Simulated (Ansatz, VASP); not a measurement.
**Si3N4 in VASP and in Ansatz**

INCAR

```
SYSTEM = Si3N4
PREC = Accurate
ENCUT = 520
EDIFF = 1E-7
ISMEAR = 0
SIGMA = 0.1
LREAL = .False.
LASPH = .True.
NELM = 100
ALGO = Normal
ISIF = 2
LWAVE = .False.
LCHARG = .False.
GGA = PE
NBANDS = 45
```

The input KPOINTS:

```
regular mesh
0
Gamma
  4 4 4
  0 0 0
```

Contents of POSCAR:

```
Si3N4
1.0
    0.0000000000      3.8937180000      3.8937180000
    3.8937180000      0.0000000000      3.8937180000
    3.8937180000      3.8937180000      0.0000000000
Si N
6 8
Direct
    0.6250000000      0.6250000000      0.1250000000
    0.6250000000      0.1250000000      0.6250000000
    0.1250000000      0.6250000000      0.6250000000
    0.6250000000      0.6250000000      0.6250000000
    0.2500000000      0.2500000000      0.2500000000
    0.0000000000      0.0000000000      0.0000000000
    0.8675630000      0.8675630000      0.8675630000
    0.8526890000      0.3824370000      0.3824370000
    0.3824370000      0.3824370000      0.8526890000
    0.3824370000      0.8526890000      0.3824370000
    0.8675630000      0.8675630000      0.3973110000
    0.8675630000      0.3973110000      0.8675630000
    0.3824370000      0.3824370000      0.3824370000
    0.3973110000      0.8675630000      0.8675630000
```

Input for Ansatz:

```yaml
crystal:
  lattice:
    - [0.0, 3.893718, 3.893718]
    - [3.893718, 0.0, 3.893718]
    - [3.893718, 3.893718, 0.0]
  atoms:
    - { symbol: Si, position: [0.625, 0.625, 0.125] }
    - { symbol: Si, position: [0.625, 0.125, 0.625] }
    - { symbol: Si, position: [0.125, 0.625, 0.625] }
    - { symbol: Si, position: [0.625, 0.625, 0.625] }
    - { symbol: Si, position: [0.25, 0.25, 0.25] }
    - { symbol: Si, position: [0.0, 0.0, 0.0] }
    - { symbol: "N", position: [0.867563, 0.867563, 0.867563] }
    - { symbol: "N", position: [0.852689, 0.382437, 0.382437] }
    - { symbol: "N", position: [0.382437, 0.382437, 0.852689] }
    - { symbol: "N", position: [0.382437, 0.852689, 0.382437] }
    - { symbol: "N", position: [0.867563, 0.867563, 0.397311] }
    - { symbol: "N", position: [0.867563, 0.397311, 0.867563] }
    - { symbol: "N", position: [0.382437, 0.382437, 0.382437] }
    - { symbol: "N", position: [0.397311, 0.867563, 0.867563] }
basis:
  ecutwfc: 420
kpoints:
  mp_grid: { grid: [4, 4, 4] }
hamiltonian:
  xc: pbe
  pseudopotentials: { kind: paw, azcp: { folder: soft_1 } }
scf:
  occupations: { method: gaussian, width: 0.1 }
output:
  forces: true
  stress: true
  eigenvalues: true
```

Alike in both runs: task single point; functional PBE; k mesh 4 × 4 × 4; occupations gaussian, width 0.1 eV; no spin polarisation.

|  | VASP | Ansatz |
| --- | --- | --- |
| version | VASP 6.6.1 | Ansatz 0.2.0 |
| potentials or method | VASP PAW PBE potentials, release 64 (Si, N), cutoff 520 eV | scalar-relativistic, plane waves, PAW |
| valence electrons in the cell | 64 | 64 |

|  | VASP | Ansatz | Ansatz less VASP |
| --- | --- | --- | --- |
| gap on the k mesh at the Fermi level (eV) | 3.36 | 3.37 | +0.007 |
| least direct gap on the mesh (eV) | 3.37 | 3.38 | +0.009 |
| pressure (GPa) | 0.0 | 0.1 | +0.10 |
| rms of the force components (eV/Å) | 0.001 | 0.005 | +0.0040 |

Atom by atom the forces differ by 0.004 eV/Å (rms over components). With one functional, cell and mesh, what is left measures potentials, basis and numerics.
